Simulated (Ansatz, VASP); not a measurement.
One calculation of Al, two programs

INCAR

```
SYSTEM = Al
ALGO = Normal ; EDIFF = 1E-6
ENCUT = 520 ; GGA = PE
ISIF = 2 ; ISMEAR = 0
IVDW = 12 ; LASPH = .TRUE.
LCHARG = .FALSE. ; LREAL = .FALSE.
LWAVE = .FALSE. ; NBANDS = 8
NELM = 100 ; PREC = Accurate
SIGMA = 0.15
```

The input KPOINTS:

```
k-points
0
G
  22 22 22
  0 0 0
```

The input POSCAR:

```
Al
1.0
    0.0000000000      2.2069114098      1.6205350482
    2.2069114098      0.0000000000      1.6205350482
    2.2069114098      2.2069114098      0.0000000000
Al
1
Direct
    0.0000000000      0.0000000000      0.0000000000
```

Input for Ansatz:

```yaml
crystal:
  lattice:
    - [0.0, 2.2069114098, 1.6205350482]
    - [2.2069114098, 0.0, 1.6205350482]
    - [2.2069114098, 2.2069114098, 0.0]
  atoms:
    - { symbol: Al, position: [0.0, 0.0, 0.0] }
basis:
  ecutwfc: 420
kpoints:
  mp_grid: { grid: [22, 22, 22] }
hamiltonian:
  xc: pbe
  pseudopotentials: { kind: paw, azcp: { folder: soft_1 } }
  dispersion: d3bj
scf:
  occupations: { method: gaussian, width: 0.15 }
output:
  forces: true
  stress: true
  eigenvalues: true
```

Alike in both runs: task single point; functional PBE; dispersion D3(BJ); k mesh 22 × 22 × 22; occupations gaussian, width 0.15 eV; no spin polarisation.

|  | VASP | Ansatz |
| --- | --- | --- |
| version | VASP 6.6.1 | Ansatz 0.2.0 |
| potentials or method | VASP PAW PBE potentials, release 64 (Al), cutoff 520 eV | scalar-relativistic, plane waves, PAW |
| valence electrons in the cell | 3 | 3 |

```tsv
	VASP	Ansatz	Ansatz less VASP
gap on the k mesh at the Fermi level (eV)	none	none	-
pressure (GPa)	1.8	1.8	-0.01
traceless stress, the component that is largest in VASP (GPa)	0.78	0.78	-0.003
```

A gap of «none» marks a metal or a gap that the smearing closes.
